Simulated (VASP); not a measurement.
Input of a VASP 6.6.1 run:

Contents of INCAR:

```
PREC = Accurate
ENCUT = 520
EDIFF = 1E-7
ISMEAR = -1
SIGMA = 0.05
LREAL = F
LASPH = T
NELM = 60
ALGO = Normal
ISIF = 2
LWAVE = F
LCHARG = F
NBANDS = 20
```

KPOINTS

```
Automatic mesh
0
Gamma
  10 10 10
```

Contents of POSCAR:

```
SnO2
1.0
    1.6488088345      0.9519402245      4.8947457539
   -1.6488088345      0.9519402245      4.8947457539
    0.0000000000     -1.9038804490      4.8947457539
Sn O
1 2
Direct
    0.5000000000      0.5000000000      0.5000000000
    0.7628300000      0.7628300000      0.7628300000
    0.2371700000      0.2371700000      0.2371700000
```

Potentials or basis: VASP PAW LDA potentials, release 64 (Sn_d, O).

The run is started by

```console
$ cat potpaw_LDA.64/Sn_d/POTCAR potpaw_LDA.64/O/POTCAR > POTCAR
$ mpirun -np 1 vasp_std > vasp.out
```

(1) Estimate the pressure.

(2) What does it give for the largest force?

## Answers

(1) -14.8 GPa.

(2) 1.134 eV/Å.

Caveat: the cell stands under tension; forces of over 1 eV/Å act on the atoms, so gaps and moduli don't describe the material at rest.
